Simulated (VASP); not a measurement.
# GaSb (qq12) (F-43m) in VASP: further runs

GaSb (qq12) is run at these levels: LDA; tasks: single point, relaxation of cell and atoms.

Everything below comes from runs of VASP 6.6.1. Logs are shortened: lines on timing, memory, paths and dates and some standing lists are left out, and cuts for length are marked.

### Step 1. The cell of the first run

Symmetry: F-43m, No. 216, cubic system. Conventional cell: a = 6.047 Å, b = 6.047 Å, c = 6.047 Å, α = 90.00°, β = 90.00°, γ = 90.00°. Ga (site symmetry -43m) has 4 Sb at 2.62 Å within 3.5 Å. Sb (site symmetry -43m) has 4 Ga at 2.62 Å within 3.5 Å.

### Step 2. Single point, LDA

Contents of INCAR:

```
ALGO     = Normal         # electronic algorithm
EDIFF    = 1E-6           # SCF threshold, eV
ENCUT    = 500            # plane-wave cutoff, eV
GGA_COMPAT= False        
ISIF     = 2              # what is computed and relaxed
ISMEAR   = 0              # smearing method
LASPH    = True           # aspherical terms in the spheres
LCHARG   = False          # write CHGCAR
LREAL    = False          # projectors in reciprocal space
LWAVE    = False          # write WAVECAR
NBANDS   = 16             # bands
NELM     = 120            # most SCF steps
PREC     = Accurate       # precision mode
SIGMA    = 0.01           # smearing width, eV
```

Contents of KPOINTS:

```
k-points
0
Gamma
  8 8 8
```

Contents of POSCAR:

```
GaSb
1.0
    0.0000000000      3.0234172710      3.0234172710
    3.0234172710      0.0000000000      3.0234172710
    3.0234172710      3.0234172710      0.0000000000
Ga Sb
1 1
Direct
    0.0000000000      0.0000000000      0.0000000000
    0.2500000000      0.2500000000      0.2500000000
```

Potentials or basis: VASP PAW LDA potentials, release 64 (Ga_d, Sb).

The run is started by

```
$ cat potpaw_LDA.64/Ga_d/POTCAR potpaw_LDA.64/Sb/POTCAR > POTCAR
$ mpirun -np 1 vasp_std > vasp.out
```

OUTCAR:

```text
EDIFF = 1E-6
   ENCUT = 500
   ISIF = 2
   ISMEAR = 0
   LASPH = True
   LREAL = False
   NELM = 120
   PREC = Accurate

 ion  position               nearest neighbor table
   1  0.000  0.000  0.000-   2 2.62   2 2.62   2 2.62   2 2.62
   2  0.250  0.250  0.250-   1 2.62   1 2.62   1 2.62   1 2.62

  LATTYP: Found a face centered cubic cell.
 ALAT       =     6.0468345420

  Lattice vectors:

 A1 = (   0.0000000000,   3.0234172710,   3.0234172710)
 A2 = (   3.0234172710,   0.0000000000,   3.0234172710)
 A3 = (   3.0234172710,   3.0234172710,   0.0000000000)

Analysis of symmetry for initial positions (statically):
=====================================================================
 Subroutine PRICEL returns:
 Original cell was already a primitive cell.

 Routine SETGRP: Setting up the symmetry group for a
 face centered cubic supercell.

 Subroutine GETGRP returns: Found 24 space group operations
 (whereof 24 operations were pure point group operations)
 out of a pool of 48 trial point group operations.

The static configuration has the point symmetry T_d .

Analysis of symmetry for dynamics (positions and initial velocities):
=====================================================================
 Subroutine PRICEL returns:
 Original cell was already a primitive cell.

 Routine SETGRP: Setting up the symmetry group for a
 face centered cubic supercell.

 Subroutine GETGRP returns: Found 24 space group operations
 (whereof 24 operations were pure point group operations)
 out of a pool of 48 trial point group operations.

The dynamic configuration has the point symmetry T_d .

 Subroutine INISYM returns: Found 24 space group operations
 (whereof 24 operations are pure point group operations),
 and found     1 'primitive' translations

----------------------------------------------------------------------------------------

                                     Primitive cell

  volume of cell :      55.2744

  direct lattice vectors                    reciprocal lattice vectors
     0.000000000  3.023417271  3.023417271    -0.165375783  0.165375783  0.165375783
     3.023417271  0.000000000  3.023417271     0.165375783 -0.165375783  0.165375783
     3.023417271  3.023417271  0.000000000     0.165375783  0.165375783 -0.165375783

  length of vectors
     4.275757709  4.275757709  4.275757709     0.286439259  0.286439259  0.286439259

  position of ions in fractional coordinates (direct lattice)
     0.000000000  0.000000000  0.000000000
     0.250000000  0.250000000  0.250000000

  ion indices of the primitive-cell ions
   primitive index   ion index
                 1           1
                 2           2

----------------------------------------------------------------------------------------

 KPOINTS: k-points

Automatic generation of k-mesh.
 Grid dimensions read from file:
 generate k-points for:    8    8    8

 Generating k-lattice:

  Cartesian coordinates                     Fractional coordinates (reciprocal lattice)
    -0.020671973  0.020671973  0.020671973     0.125000000  0.000000000  0.000000000
     0.020671973 -0.020671973  0.020671973     0.000000000  0.125000000  0.000000000
     0.020671973  0.020671973 -0.020671973     0.000000000  0.000000000  0.125000000

  Length of vectors
     0.035804907  0.035804907  0.035804907

  Shift w.r.t. Gamma in fractional coordinates (k-lattice)
     0.000000000  0.000000000  0.000000000

 Subroutine IBZKPT returns following result:
 ===========================================

 Found     29 irreducible k-points:

 Following reciprocal coordinates:
            Coordinates               Weight
  0.000000  0.000000  0.000000      1.000000
  0.125000  0.000000  0.000000      8.000000
  0.250000  0.000000  0.000000      8.000000
  0.375000  0.000000  0.000000      8.000000
  0.500000  0.000000  0.000000      4.000000
  0.125000  0.125000  0.000000      6.000000
[... 16 lines left out ...]
  0.500000  0.250000  0.125000     48.000000
 -0.375000  0.250000  0.125000     24.000000
 [... further k-points ...]
   k-points           NKPTS =     29   k-points in BZ     NKDIM =     29   number of bands    NBANDS=     16
   number of dos      NEDOS =    301   number of ions     NIONS =      2
   total plane-waves  NPLWV =  32768
   dimension x,y,z NGX =    32 NGY =   32 NGZ =   32
   dimension x,y,z NGXF=    64 NGYF=   64 NGZF=   64
   ions per type =               1   1
   NGX,Y,Z   is equivalent  to a cutoff of  12.44, 12.44, 12.44 a.u.
   NGXF,Y,Z  is equivalent  to a cutoff of  24.88, 24.88, 24.88 a.u.
 SYSTEM =  unknown system
   PREC   = accura    normal or accurate (medium, high low for compatibility)
   ISTART =      0    job   : 0-new  1-cont  2-samecut
   ICHARG =      2    charge: 1-file 2-atom 10-const
   ISPIN  =      1    spin polarized calculation?
   LNONCOLLINEAR =      F non collinear calculations
   LSORBIT =      F    spin-orbit coupling
   LASPH  =      T    aspherical Exc in radial PAW
   ENCUT  =  500.0 eV  36.75 Ry    6.06 a.u.   7.80  7.80  7.80*2*pi/ulx,y,z
   NELM   =    120;   NELMIN=  2; NELMDL= -5     # of ELM steps
   EDIFF  = 0.1E-05   stopping-criterion for ELM
   LREAL  =      F    real-space projection
   EDIFFG = 0.1E-04   stopping-criterion for IOM
   NSW    =      0    number of steps for IOM
   IBRION =     -1    ionic relax: 0-MD 1-quasi-New 2-CG
   NFREE  =      0    steps in history (QN), initial steepest desc. (CG)
   ISIF   =      2    stress and relaxation
   ISYM   =      2    0-nonsym 1-usesym 2-fastsym
   POTIM  = 0.5000    time-step for ionic-motion
   TEBEG  =    0.0;   TEEND  =   0.0 temperature during run
   PSTRESS=    0.0 pullay stress
   NELECT =      18.0000    total number of electrons
   NUPDOWN=      -1.0000    fix difference up-down
   EMIN   =  10.00;   EMAX   =-10.00  energy-range for DOS
   EFERMI =   0.00;   METHOD = LEGACY
   ISMEAR =     0;   SIGMA  =   0.01  broadening in eV -4-tet -1-fermi 0-gaus
   EFERMI_NEDOS =   21; number of points for ismear=-14 and -15
   IALGO  =     38    algorithm
   IMIX   =      4    mixing-type and parameters
     AMIX     =   0.40;   BMIX     =  1.00
     AMIX_MAG =   1.60;   BMIX_MAG =  1.00
  volume/ion in A,a.u.               =      27.64       186.51
  Fermi-wavevector in a.u.,A,eV,Ry     =   1.126309  2.128416 17.259971  1.268572
  Thomas-Fermi vector in A             =   2.262990
   LORBIT       =      0    0 simple, 1 ext, 2 COOP (PROOUT), +10 PAW based schemes
   GGA     = CA    functional components
   LHFCALC =     F    Hartree Fock is set to
   AEXX    =    0.0000 exact exchange contribution
   IVDW    =     0    specifies the selected vdW correction
   LEPSILON=     F    determine dielectric tensor
   LRPA    =     F    only Hartree local field effects (RPA)
 non-spin polarized calculation
 Gauss-broadening in eV      SIGMA  =   0.01
  energy-cutoff  :      500.00
  volume of cell :       55.27
 maximum number of plane-waves:      1424
   NGX = 15   NGY = 15   NGZ = 15

 number of electron      17.9999990 magnetization

 Free energy of the ion-electron system (eV)
  ---------------------------------------------------
  ext. energy  EPLUGINS =         0.00000000
  ---------------------------------------------------
  free energy    TOTEN  =        -8.66631991 eV

  energy without entropy =       -8.66631991  energy(sigma->0) =       -8.66631991

 E-fermi :   5.0922     XC(G=0):  -9.5479

 val. band max:        5.0490745377   @ k =   0.0000   0.0000   0.0000
 cond. band min:       5.1752786176   @ k =   0.0000   0.0000   0.0000
 fundamental gap:      0.1262040799
 Fermi energy:         5.0921957650

 k-point     1 :       0.0000    0.0000    0.0000
  band No.  band energies     occupation
      1     -10.1719      2.00000
      2     -10.1719      2.00000
      3     -10.1719      2.00000
      4     -10.1171      2.00000
      5     -10.1171      2.00000
      6      -6.7168      2.00000
[... 8 lines left out ...]
     15      13.6717      0.00000
     16      13.6717      0.00000

 k-point     2 :       0.1250    0.0000    0.0000
  band No.  band energies     occupation
      1     -10.1767      2.00000
      2     -10.1699      2.00000
      3     -10.1699      2.00000
      4     -10.1174      2.00000
      5     -10.1174      2.00000
      6      -6.5500      2.00000
[... 8 lines left out ...]
     15      12.8271      0.00000
     16      12.8271      0.00000

 k-point     3 :       0.2500    0.0000    0.0000
  band No.  band energies     occupation
      1     -10.1880      2.00000
      2     -10.1653      2.00000
      3     -10.1653      2.00000
      4     -10.1177      2.00000
      5     -10.1177      2.00000
      6      -6.0738      2.00000
[... 8 lines left out ...]
     15      12.6114      0.00000
     16      12.6114      0.00000

 k-point     4 :       0.3750    0.0000    0.0000
  band No.  band energies     occupation
      1     -10.1990      2.00000
      2     -10.1614      2.00000
      3     -10.1614      2.00000
      4     -10.1173      2.00000
      5     -10.1173      2.00000
      6      -5.4079      2.00000
[... 8 lines left out ...]
     15      13.5926      0.00000
     16      13.5926      0.00000

 k-point     5 :       0.5000    0.0000    0.0000
  band No.  band energies     occupation
      1     -10.2035      2.00000
      2     -10.1600      2.00000
      3     -10.1600      2.00000
      4     -10.1170      2.00000
      5     -10.1170      2.00000
      6      -5.0042      2.00000
[... 8 lines left out ...]
     15      14.9741      0.00000
     16      14.9741      0.00000

 k-point     6 :       0.1250    0.1250    0.0000
  band No.  band energies     occupation
      1     -10.1804      2.00000
      2     -10.1680      2.00000
      3     -10.1680      2.00000
      4     -10.1187      2.00000
      5     -10.1165      2.00000
      6      -6.4938      2.00000
[... 8 lines left out ...]
     15      11.8724      0.00000
     16      13.8701      0.00000
[... 267 lines left out ...]
 k-point    21 :       0.5000    0.5000    0.0000
  band No.  band energies     occupation
      1     -10.2225      2.00000
      2     -10.1442      2.00000
      3     -10.1442      2.00000
      4     -10.1311      2.00000
      5     -10.1129      2.00000
      6      -4.1256      2.00000
[... 8 lines left out ...]
     15      15.9842      0.00000
     16      16.3167      0.00000

 k-point    22 :       0.3750    0.2500    0.1250
  band No.  band energies     occupation
      1     -10.1989      2.00000
      2     -10.1600      2.00000
      3     -10.1584      2.00000
      4     -10.1218      2.00000
      5     -10.1158      2.00000
      6      -5.6580      2.00000
[... 8 lines left out ...]
     15      14.0887      0.00000
     16      14.3662      0.00000

 k-point    23 :       0.5000    0.2500    0.1250
  band No.  band energies     occupation
      1     -10.2062      2.00000
      2     -10.1573      2.00000
      3     -10.1547      2.00000
      4     -10.1216      2.00000
      5     -10.1164      2.00000
      6      -5.0185      2.00000
[... 8 lines left out ...]
     15      13.8010      0.00000
     16      15.2105      0.00000

 k-point    24 :      -0.3750    0.2500    0.1250
  band No.  band energies     occupation
      1     -10.2090      2.00000
      2     -10.1565      2.00000
      3     -10.1532      2.00000
      4     -10.1208      2.00000
      5     -10.1172      2.00000
      6      -4.6322      2.00000
[... 8 lines left out ...]
     15      14.6472      0.00000
     16      15.2618      0.00000

 [... further k-points ...]
[... 5 lines left out ...]
  --------------------------------------------------------------------------------------
  -------------------------------------------------------------------------------------
  Total        0.0719790      0.0719790      0.0719790      0.0000000     -0.0000000      0.0000000
  in kB        2.0863736      2.0863736      2.0863736      0.0000000     -0.0000000      0.0000000
  external PRESSURE =       2.0863736 kB  Pullay stress =       0.0000000 kB

 VOLUME and BASIS-vectors are now :
 -----------------------------------------------------------------------------
  energy-cutoff  :      500.00
  volume of cell :       55.27
      direct lattice vectors                 reciprocal lattice vectors
     0.000000000  3.023417271  3.023417271    -0.165375783  0.165375783  0.165375783
     3.023417271  0.000000000  3.023417271     0.165375783 -0.165375783  0.165375783
     3.023417271  3.023417271  0.000000000     0.165375783  0.165375783 -0.165375783

 POSITION                                       TOTAL-FORCE (eV/Angst)
 -----------------------------------------------------------------------------------
      0.00000      0.00000      0.00000         0.000000     -0.000000      0.000000
      1.51171      1.51171      1.51171        -0.000000      0.000000     -0.000000
 -----------------------------------------------------------------------------------
    total drift:                                0.000000      0.000000      0.000000

  FREE ENERGIE OF THE ION-ELECTRON SYSTEM (eV)
  ---------------------------------------------------
  free  energy   TOTEN  =        -8.6663199084 eV

  energy  without entropy=       -8.6663199084  energy(sigma->0) =       -8.66631991
```

Wall time 9.2 s (1 thread of Intel Xeon Platinum 8559C (Emerald Rapids), shared host); peak memory 0.16 GiB.

Results:

```
Free energy            : -8.6663 eV
Pressure               : 0.2 GPa
Band gap on the k mesh : 0.13 eV, direct
```

Caveat: spin-orbit coupling is left out, which moves the levels of the heavy elements.

(Continued in part 2 of 2.)
